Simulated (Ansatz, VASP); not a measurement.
## One calculation of KI, two programs

Contents of INCAR:

```
PREC     = Accurate       # precision mode
ENCUT    = 520            # plane-wave cutoff, eV
EDIFF    = 1E-6           # SCF threshold, eV
ISMEAR   = 0              # smearing method
SIGMA    = 0.01           # smearing width, eV
LREAL    = False          # projectors in reciprocal space
LASPH    = True           # aspherical terms in the spheres
NELM     = 80             # most SCF steps
ALGO     = Normal         # electronic algorithm
ISIF     = 2              # what is computed and relaxed
LWAVE    = False          # write WAVECAR
LCHARG   = True           # write CHGCAR
GGA      = PE             # functional
LELF     = True           # ELF
LVHAR    = True         
NBANDS   = 24             # bands
```

File KPOINTS:

```
Automatic mesh
0
Gamma
  6 6 4
```

Contents of POSCAR:

```
KI
1.0
    6.2105703500      0.0000000000      0.0000000000
   -3.1052851750      5.3785116951      0.0000000000
    0.0000000000      0.0000000000      7.2571019157
K I
2 2
Direct
    0.3333333333      0.6666666667     -0.0625007815
    0.6666666667      0.3333333333      0.4374992185
    0.3333333333      0.6666666667      0.4375007815
    0.6666666667      0.3333333333      0.9375007815
```

Input for Ansatz:

```yaml
crystal:
  lattice:
    - [6.21057035, 0.0, 0.0]
    - [-3.105285175, 5.3785116951, 0.0]
    - [0.0, 0.0, 7.2571019157]
  atoms:
    - { symbol: K, position: [0.3333333333, 0.6666666667, -0.0625007815] }
    - { symbol: K, position: [0.6666666667, 0.3333333333, 0.4374992185] }
    - { symbol: I, position: [0.3333333333, 0.6666666667, 0.4375007815] }
    - { symbol: I, position: [0.6666666667, 0.3333333333, 0.9375007815] }
kpoints:
  mp_grid: { grid: [6, 6, 4] }
hamiltonian:
  xc: pbe
scf:
  occupations: { method: fixed }
  n_extra_bands: 5
output:
  forces: true
  stress: true
  eigenvalues: true
```

Alike in both runs: task single point; functional PBE; k mesh 6 × 6 × 4; no spin polarisation.

|  | VASP | Ansatz |
| --- | --- | --- |
| version | VASP 6.6.1 | Ansatz 0.2.0 |
| potentials or method | VASP PAW PBE potentials, release 64 (K_sv, I) | plane waves, PAW |
| plane-wave cutoff (eV) | 520 | 420 |
| occupations | gaussian, width 0.01 eV | fixed |
| valence electrons in the cell | 32 | 52 |

|  | VASP | Ansatz | Ansatz less VASP |
| --- | --- | --- | --- |
| gap on the k mesh at the Fermi level (eV) | 3.68 | 3.68 | +0.002 |
| pressure (GPa) | -0.4 | -0.4 | -0.03 |
| traceless stress, the component that is largest in VASP (GPa) | -0.05 | -0.05 | -0.002 |

VASP's potentials hold 32 valence electrons a cell and Ansatz's 52, so a difference there can come from the potentials and not from the codes. Ansatz's warnings: structure snapped to symmetry.

Spin-orbit coupling is off throughout.
